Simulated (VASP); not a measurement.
Wanted: the native input for a VASP 6.6.1 run.

```
Task                   : single point
Functional             : PBE
Dispersion             : D3(BJ)
Potentials or basis    : VASP PAW PBE potentials, release 64 (B, F, C, H)
Cutoff                 : 520 eV
k mesh                 : 1 × 1 × 1
Occupations            : fermi-dirac, width 0.05 eV
Spin                   : no spin polarisation
Dipole correction      : no
Further INCAR settings : LREAL = Auto; ALGO = Normal; EDIFF = 1e-06; NBANDS = 74
```

The structure of BH24C12F3 lies in POSCAR:

```
BH24C12F3
1.0
    6.6772560000      0.0000000000      0.0000000000
    0.0000000000      6.6772560000      0.0000000000
    0.0000000000      0.0000000000      6.6772560000
B F C H
1 3 12 24
Direct
    1.0213177389      0.8753146502      0.6136952065
    1.1538422370      0.9562161463      0.4981088040
    0.8521015219      0.9217558830      0.5578189604
    1.0608399618      0.7854274271      0.7791673705
    0.9126353700      0.8387427410      0.1067504376
    0.9366871661      0.6883366461      0.2272490376
    0.6962440859      0.2314274007      0.1293345650
    0.6776586071      0.3014112384     -0.0547680065
    0.4685457619     -0.0832976899      0.8018413552
    0.4763034396     -0.2264403222      0.6611398455
    0.5768986542      0.4114863950      0.4500800928
    0.6159566145      0.2352313585      0.5224151957
    0.3836905459      0.9497314466      0.2239392948
    0.3496346403      0.7652394936      0.1507505478
    0.0170279528      0.3429552499      0.6673549734
    0.1420942974      0.3705713844      0.8180456163
    0.8952330119      0.7607017014     -0.0494065227
    0.9474700386      0.9999616609      0.0988879264
    0.9058211936      0.5268182020      0.1717921254
    0.9855844976      0.6731507673      0.3861316685
    0.6002914970      0.1209628626      0.1977758528
    0.8000741622      0.2978469000      0.1994382123
    0.6003064732      0.2798155410     -0.1820807829
    0.7935445339      0.4308506368     -0.0919539404
    0.3590247251      0.0507993104      0.7885125267
    0.5234635305     -0.1266687993      0.9518730449
    0.3685645720     -0.2284171821      0.5375112172
    0.5848809751     -0.3387619106      0.7222727420
    0.4129540638      0.4710917179      0.4497356399
    0.7063829813      0.5309815888      0.4931816303
    0.5500762589      0.0811560917      0.5371218357
    0.7485260412      0.2270992755      0.5722410523
    0.2980865194      1.0782273437      0.1614136106
    0.4727690536      0.9884599302      0.3616605384
    0.2631470173      0.7365151194      0.0150061642
    0.4311651373      0.6516149748      0.2415063912
   -0.1385898639      0.3108013232      0.6841133543
    0.0809014961      0.3781643238      0.5326739008
    0.0804821621      0.3093486306      0.9534904757
    0.3194875260      0.3413228428      0.7934247242
```

These files were run (other wordings do the same):

INCAR

```
PREC = Accurate ; ENCUT = 520
EDIFF = 1E-6 ; ISMEAR = -1
SIGMA = 0.05 ; LREAL = Auto
LASPH = T ; NELM = 100
ALGO = Normal ; ISIF = 2
LWAVE = F ; LCHARG = T
GGA = PE ; IVDW = 12
LELF = T ; LVHAR = T
NBANDS = 74
```

KPOINTS

```
Automatic mesh
0
Gamma
  1 1 1
```

Potentials or basis: VASP PAW PBE potentials, release 64 (B, F, C, H).

Launch:

```bash
$ cat potpaw_PBE.64/B/POTCAR potpaw_PBE.64/F/POTCAR potpaw_PBE.64/C/POTCAR potpaw_PBE.64/H/POTCAR > POTCAR
$ mpirun -np 1 vasp_gam > vasp.out
```

It gave:

```
Pressure                   : 13.0 GPa
Largest force              : 7.150 eV/Å
Band gap on the k mesh     : 3.38 eV
Dispersion energy per atom : -0.073 eV
```

Caveat: the k points lie up to 0.94 Å⁻¹ apart.

It took 63 s on 1 thread of Intel(R) Xeon(R) Platinum 8259CL CPU @ 2.50GHz (Skylake/Cascade Lake) (shared host), peak memory 0.34 GiB.
